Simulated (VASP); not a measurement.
Input of a VASP 6.6.1 run:

INCAR

```
PREC = Accurate
ENCUT = 600
EDIFF = 1E-7
ISMEAR = 0
SIGMA = 0.1
LREAL = F
LASPH = T
NELM = 100
ALGO = Normal
ISIF = 3
LWAVE = F
LCHARG = F
GGA = PE
IBRION = 2
NSW = 90
EDIFFG = -0.04
```

The input KPOINTS:

```
regular mesh
0
Gamma
  6 6 4
```

Contents of POSCAR:

```
Si3As2
1.0
    4.2948898040      0.0000000000      0.0000000000
   -2.1474449020      3.7194836767      0.0000000000
    0.0000000000      0.0000000000      5.1856833631
Si As
3 2
Direct
    0.0000000000      0.0000000000      0.0000000000
    0.3333333333      0.6666666667      0.6250000000
    0.6666666667      0.3333333333      0.3750000000
    0.3333333333      0.6666666667      0.1380000000
    0.6666666667      0.3333333333      0.8620000000
```

Potentials or basis: VASP PAW PBE potentials, release 64 (Si, As).

The run is started by

```bash
$ cat potpaw_PBE.64/Si/POTCAR potpaw_PBE.64/As/POTCAR > POTCAR
$ mpirun -np 1 vasp_std > vasp.out
```

(1) What does it give for the relaxed cell?

(2) Predict the band gap on the k mesh.

## Answers

(1) a = 4.283 Å, b = 4.283 Å, c = 6.130 Å, α = 90.00°, β = 90.00°, γ = 120.00°.

(2) zero (bands 11 and 12 overlap by 2.03 eV).
